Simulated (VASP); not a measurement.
# PbS (Cmcm) in VASP: a series of runs, part 2 of 2

VASP 6.6.1.

**3. Single point, PBE**

Contents of INCAR:

```
PREC = Accurate
ENCUT = 520
EDIFF = 1E-6
ISMEAR = 0
SIGMA = 0.024
LREAL = False
LASPH = True
NELM = 100
ALGO = Normal
ISIF = 2
LWAVE = False
LCHARG = False
GGA = PE
NBANDS = 28
```

Contents of KPOINTS:

```
regular mesh
0
Gamma
  7 7 6
```

Contents of POSCAR:

```
PbS
1.0
    2.0799526950     -5.9912968650      0.0000000000
    2.0799526950      5.9912968650      0.0000000000
    0.0000000000      0.0000000000      4.2793209400
Pb S
2 2
Direct
    0.1305633500      0.8694366500      0.2500000000
    0.8694366500      0.1305633500      0.7500000000
    0.3547970900      0.6452029100      0.2500000000
    0.6452029100      0.3547970900      0.7500000000
```

Potentials or basis: VASP PAW PBE potentials, release 64 (Pb_d, S).

Launch:

```
$ cat potpaw_PBE.64/Pb_d/POTCAR potpaw_PBE.64/S/POTCAR > POTCAR
$ mpirun -np 1 vasp_std > vasp.out
```

Run time: 2.6 min. Hardware: 1 thread of Intel Xeon Platinum 8488C (Sapphire Rapids), shared host; peak memory 0.35 GiB.

Results (log left out):

```yaml
Free_energy: -17.3766 eV
Pressure: 1.0 GPa
Largest_force: 0.103 eV/Å
Band_gap_on_the_k_mesh: 1.26 eV (least direct gap 1.43 eV)
```

Forces on the atoms (eV/Å):
```
Pb   0.000  0.070  0.000
Pb   0.000 -0.070  0.000
S    0.000 -0.103  0.000
S    0.000  0.103  0.000
```

Stress tensor (GPa, compression positive):
```
0.90 0.00 0.00
0.00 1.28 0.00
0.00 0.00 0.83
```

Levels at points of the mesh, in eV from the valence-band top:
```csv
k point,band 16,band 17,band 18,band 19,band 20,band 21,band 22,band 23,band 24,band 25
"(0.00, 0.00, 0.00)",-2.86,-2.30,-1.58,-1.40,-0.42,4.73,4.80,4.95,5.65,5.88
"(0.00, 0.00, 0.50)",-2.65,-1.04,-1.04,-0.04,-0.04,1.89,1.89,2.87,2.87,5.07
```

Caveat: spin-orbit coupling is left out, which moves the levels of the heavy elements; an odd mesh through Γ misses points on the zone boundary, where band edges can lie.

**4. Single point, PBEsol+D3(BJ)**

This run uses another cell than the first one, of 23.85 Å³/atom.

Contents of INCAR:

```
SYSTEM = PbS
ALGO     = Normal         ! electronic algorithm
EDIFF    = 1E-6           ! SCF threshold, eV
ENCUT    = 520            ! plane-wave cutoff, eV
GGA      = PS             ! functional
ISIF     = 2              ! what is computed and relaxed
ISMEAR   = -1             ! smearing method
IVDW     = 12             ! dispersion correction
LASPH    = .True.         ! aspherical terms in the spheres
LCHARG   = .False.        ! write CHGCAR
LREAL    = .False.        ! projectors in reciprocal space
LWAVE    = .False.        ! write WAVECAR
NBANDS   = 28             ! bands
NELM     = 80             ! most SCF steps
PREC     = Accurate       ! precision mode
SIGMA    = 0.05           ! smearing width, eV
```

Contents of KPOINTS:

```
k-points
0
Gamma
  7 7 6
  0 0 0
```

Contents of POSCAR:

```
PbS
1.0
    2.0172957798     -5.6288681138      0.0000000000
    2.0172957798      5.6288681138      0.0000000000
    0.0000000000      0.0000000000      4.2006083546
Pb S
2 2
Direct
    0.1238032575      0.8761967425      0.2500000000
    0.8761967425      0.1238032575      0.7500000000
    0.3619232701      0.6380767299      0.2500000000
    0.6380767299      0.3619232701      0.7500000000
```

Launch:

```
$ cat potpaw_PBE.64/Pb_d/POTCAR potpaw_PBE.64/S/POTCAR > POTCAR
$ mpirun -np 1 vasp_std > vasp.out
```

It took 70 s on 1 thread of Intel Xeon 6975P-C (Granite Rapids), shared host; peak memory 0.34 GiB.

The run converged. Its results:

```
Free energy                : -20.1854 eV
Pressure                   : 0.0 GPa
Largest force              : 0.006 eV/Å
Band gap on the k mesh     : 1.02 eV (least direct gap 1.09 eV)
Dispersion energy per atom : -0.361 eV
```

Forces in eV/Å, atoms in the order of the input:
```
Pb   0.000 -0.006  0.000
Pb   0.000  0.006  0.000
S    0.000  0.002  0.000
S    0.000 -0.002  0.000
```

Stress tensor (GPa, compression positive):
```
-0.02  0.00  0.00
 0.00 -0.11  0.00
 0.00  0.00 -0.01
```

Levels at points of the mesh, in eV from the valence-band top:
| k point | band 16 | band 17 | band 18 | band 19 | band 20 | band 21 | band 22 | band 23 | band 24 | band 25 |
| --- | --- | --- | --- | --- | --- | --- | --- | --- | --- | --- |
| (0.00, 0.00, 0.00) | -3.54 | -2.59 | -2.14 | -1.78 | -0.81 | 4.43 | 4.45 | 5.00 | 5.49 | 6.05 |
| (0.00, 0.00, 0.50) | -3.37 | -1.32 | -1.32 | -0.04 | -0.04 | 1.57 | 1.57 | 2.55 | 2.55 | 5.29 |

Caveat: the PAW data sets were made with another functional, which shifts forces and pressure a little; spin-orbit coupling is left out, which moves the levels of the heavy elements; an odd mesh through Γ misses points on the zone boundary, where band edges can lie.

**5. Single point, PBEsol+D4**

This run uses another cell than the first one, of 24.33 Å³/atom.

Contents of INCAR:

```
PREC     = Accurate       # precision mode
ENCUT    = 520            # plane-wave cutoff, eV
EDIFF    = 1E-7           # SCF threshold, eV
ISMEAR   = -1             # smearing method
SIGMA    = 0.05           # smearing width, eV
LREAL    = False          # projectors in reciprocal space
LASPH    = True           # aspherical terms in the spheres
NELM     = 100            # most SCF steps
ALGO     = Normal         # electronic algorithm
ISIF     = 2              # what is computed and relaxed
LWAVE    = False          # write WAVECAR
LCHARG   = True           # write CHGCAR
GGA      = PS             # functional
IVDW     = 13             # dispersion correction
LELF     = True           # ELF
LVHAR    = True         
NBANDS   = 28             # bands
```

Contents of KPOINTS:

```
Automatic mesh
0
Gamma
  7 7 6
```

Contents of POSCAR:

```
PbS
1.0
    2.0294628962     -5.6871455094      0.0000000000
    2.0294628962      5.6871455094      0.0000000000
    0.0000000000      0.0000000000      4.2167981555
Pb S
2 2
Direct
    0.1250068742      0.8749931258      0.2500000000
    0.8749931258      0.1250068742      0.7500000000
    0.3609720592      0.6390279408      0.2500000000
    0.6390279408      0.3609720592      0.7500000000
```

Launch:

```
$ cat potpaw_PBE.64/Pb_d/POTCAR potpaw_PBE.64/S/POTCAR > POTCAR
$ mpirun -np 1 vasp_std > vasp.out
```

It took 94 s on 1 thread of Intel Xeon 6975P-C (Granite Rapids), shared host; peak memory 0.34 GiB.

Results (log left out):

```yaml
Free_energy: -19.7011 eV
Pressure: 0.0 GPa
Band_gap_on_the_k_mesh: 1.05 eV (least direct gap 1.15 eV)
Dispersion_energy_per_atom: -0.234 eV
```

Forces on the atoms (eV/Å):
```
Pb   0.000 -0.002  0.000
Pb   0.000  0.002  0.000
S    0.000 -0.002  0.000
S    0.000  0.002  0.000
```

Levels at points of the mesh, in eV from the valence-band top:
```csv
k point,band 18,band 19,band 20,band 21,band 22,band 23
"(0.00, 0.00, 0.00)",-2.03,-1.70,-0.73,4.48,4.50,4.98
"(0.00, 0.00, 0.50)",-1.26,-0.03,-0.03,1.62,1.62,2.60
```

Caveat: the PAW data sets were made with another functional, which shifts forces and pressure a little; spin-orbit coupling is left out, which moves the levels of the heavy elements; an odd mesh through Γ misses points on the zone boundary, where band edges can lie.

**6. Relaxation of cell and atoms, PBEsol+D3(BJ)**

Contents of INCAR:

```
SYSTEM = PbS
ALGO = Normal ; EDIFF = 1E-7
EDIFFG = -0.01 ; ENCUT = 600
GGA = PS ; IBRION = 2
ISIF = 3 ; ISMEAR = -1
IVDW = 12 ; LASPH = .TRUE.
LCHARG = .FALSE. ; LREAL = .FALSE.
LWAVE = .FALSE. ; NELM = 100
NSW = 60 ; PREC = Accurate
SIGMA = 0.05
```

Contents of KPOINTS:

```
k-points
0
G
  7 7 6
  0 0 0
```

Contents of POSCAR:

```
PbS
1.0
    2.0799526950     -5.9912968650      0.0000000000
    2.0799526950      5.9912968650      0.0000000000
    0.0000000000      0.0000000000      4.2793209400
Pb S
2 2
Direct
    0.1305633500      0.8694366500      0.2500000000
    0.8694366500      0.1305633500      0.7500000000
    0.3547970900      0.6452029100      0.2500000000
    0.6452029100      0.3547970900      0.7500000000
```

Potentials or basis: VASP PAW PBE potentials, release 64 (Pb_d, S).

Launch:

```
$ cat potpaw_PBE.64/Pb_d/POTCAR potpaw_PBE.64/S/POTCAR > POTCAR
$ mpirun -np 1 vasp_std > vasp.out
```

It took 29 min on 1 thread of Intel Xeon 6975P-C (Granite Rapids), shared host; peak memory 0.43 GiB.

Results (log left out):

```
Free energy                           : -20.1866 eV
Relaxed volume                        : 23.86 Å³/atom
Relaxed cell                          : a = 5.977 Å, b = 5.977 Å, c = 4.207 Å, α = 90.00°, β = 90.00°, γ = 140.57°
Space group after relaxing (to 0.1 Å) : Cmcm (No. 63)
Energy gained by relaxing             : 38.3 meV/atom
Ionic steps                           : 20
Pressure after relaxing               : 0.0 GPa
Largest force after relaxing          : 0.006 eV/Å
Band gap on the k mesh                : 1.03 eV (least direct gap 1.10 eV)
Dispersion energy per atom            : -0.360 eV
```

Forces on the atoms (eV/Å):
```
Pb   0.000 -0.006  0.000
Pb   0.000  0.006  0.000
S    0.000  0.001  0.000
S    0.000 -0.001  0.000
```

Step by step:
```
step  energy change (eV)  largest force (eV/Å)  pressure (GPa)  volume (Å³)
   1              0.0000                0.0306           -3.83       106.65
   2             -0.0815                0.5764            1.56        97.12
   3             -0.0926                0.4138            0.00        99.41
   4             -0.1114                0.2790            0.01        98.49
   5             -0.1244                0.0407            0.21        96.68
   6             -0.1368                0.0368            0.07        96.30
   7             -0.1480                0.1068           -0.09        95.55
   8             -0.1481                0.1200           -0.10        95.46
   9             -0.1504                0.0552            0.06        95.36
  10             -0.1510                0.0588            0.21        95.28
  11             -0.1518                0.0517            0.01        95.58
  12             -0.1519                0.0479           -0.09        95.74
  13             -0.1518                0.0405           -0.31        96.07
  14             -0.1520                0.0455           -0.16        95.85
  15             -0.1524                0.0375           -0.08        95.73
  16             -0.1526                0.0289            0.00        95.60
  17             -0.1528                0.0266            0.01        95.55
  18             -0.1531                0.0196            0.02        95.43
  19             -0.1532                0.0136           -0.05        95.45
  20             -0.1532                0.0063           -0.02        95.44
```

Final structure:
```xyz
4
Lattice="2.0163 -5.6264 0.0000 2.0163 5.6264 0.0000 0.0000 0.0000 4.2065" Properties=species:S:1:pos:R:3 pbc="T T T"
Pb    2.0163    4.2334    1.0516
Pb    2.0163   -4.2334    3.1549
S     2.0163    1.5530    1.0516
S     2.0163   -1.5530    3.1549
```

Levels at points of the mesh, in eV from the valence-band top:
```csv
k point,band 17,band 18,band 19,band 20,band 21,band 22,band 23,band 24
"(0.00, 0.00, 0.00)",-2.58,-2.13,-1.78,-0.81,4.43,4.46,5.00,5.49
"(0.00, 0.00, 0.50)",-1.31,-1.31,-0.03,-0.03,1.58,1.58,2.55,2.55
```

Caveat: the PAW data sets were made with another functional, which shifts forces and pressure a little; spin-orbit coupling is left out, which moves the levels of the heavy elements; an odd mesh through Γ misses points on the zone boundary, where band edges can lie.

**7. The runs side by side**

```csv
task,level,cell,cutoff (eV),smearing,gap on the mesh (eV),pressure (GPa),largest force (eV/Å)
single point,PBE,"a = 6.342, b = 6.342, c = 4.279 Å, angles 90.0, 90.0, 141.7°, 4 atoms, atomic positions A",520,gaussian 0.023 eV,1.26,1.0,0.10
single point,PBE,"a = 6.342, b = 6.342, c = 4.279 Å, angles 90.0, 90.0, 141.7°, 4 atoms, atomic positions A",520,gaussian 0.024 eV,1.26,1.0,0.10
single point,PBEsol+D3(BJ),"a = 5.979, b = 5.979, c = 4.201 Å, angles 90.0, 90.0, 140.6°, 4 atoms, atomic positions B",520,fermi-dirac 0.05 eV,1.02,0.0,0.01
single point,PBEsol+D4,"a = 6.038, b = 6.038, c = 4.217 Å, angles 90.0, 90.0, 140.7°, 4 atoms, atomic positions C",520,fermi-dirac 0.05 eV,1.05,0.0,-
relaxation of cell and atoms,PBEsol+D3(BJ),"relaxed from a = 6.342, b = 6.342, c = 4.279 Å, angles 90.0, 90.0, 141.7°, 4 atoms, atomic positions A",600,fermi-dirac 0.05 eV,1.03,0.0,0.01
```

Alike in all rows: potentials or basis VASP PAW PBE potentials, release 64 (Pb_d, S); no spin polarisation; k mesh 7 × 7 × 6.

Caveats: spin-orbit coupling is left out, which moves the levels of the heavy elements; an odd mesh through Γ misses points on the zone boundary, where band edges can lie; the PAW data sets were made with another functional, which shifts forces and pressure a little (at least some runs).

Absolute energies hang on the potentials; compare differences alone.
